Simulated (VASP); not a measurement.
Set up this calculation in VASP 6.6.1, as the native input.

```yaml
Task: single point
Functional: PBEsol
Potentials_or_basis: VASP PAW PBE potentials, release 64 (Ta_pv)
Cutoff: 520 eV
k_mesh: 22 × 22 × 22
Occupations: gaussian, width 0.15 eV
Spin: no spin polarisation
Dipole_correction: no
Further_INCAR_settings: ALGO = Fast; EDIFF = 1e-06; NBANDS = 12
```

The structure of Ta lies in POSCAR:

```
Ta
1.0
   -1.6010617289      1.6010617289      1.8591528796
    1.6010617289     -1.6010617289      1.8591528796
    1.6010617289      1.6010617289     -1.8591528796
Ta
1
Direct
    0.0000000000      0.0000000000      0.0000000000
```

These files were run (other wordings do the same):

INCAR

```
PREC     = Accurate       # precision mode
ENCUT    = 520            # plane-wave cutoff, eV
EDIFF    = 1E-6           # SCF threshold, eV
ISMEAR   = 0              # smearing method
SIGMA    = 0.15           # smearing width, eV
LREAL    = False          # projectors in reciprocal space
LASPH    = True           # aspherical terms in the spheres
NELM     = 100            # most SCF steps
ALGO     = Fast           # electronic algorithm
ISIF     = 2              # what is computed and relaxed
LWAVE    = False          # write WAVECAR
LCHARG   = False          # write CHGCAR
GGA      = PS             # functional
NBANDS   = 12             # bands
```

KPOINTS

```
Automatic mesh
0
Gamma
  22 22 22
```

Potentials or basis: VASP PAW PBE potentials, release 64 (Ta_pv).

Launch:

```sh
$ cat potpaw_PBE.64/Ta_pv/POTCAR > POTCAR
$ mpirun -np 1 vasp_std > vasp.out
```

It gave:

```yaml
Pressure: -12.0 GPa
Band_gap_on_the_k_mesh: zero (an odd number of electrons rules out a gap without spin polarisation)
```

Caveat: the cell stands under tension; the PAW data sets were made with another functional, which shifts forces and pressure a little; spin-orbit coupling is left out, which moves the levels of the heavy elements.

Run time: 3.4 min on 1 thread of AMD EPYC 7R43 64-Core Processor (Zen 3) (shared host), peak memory 0.25 GiB.
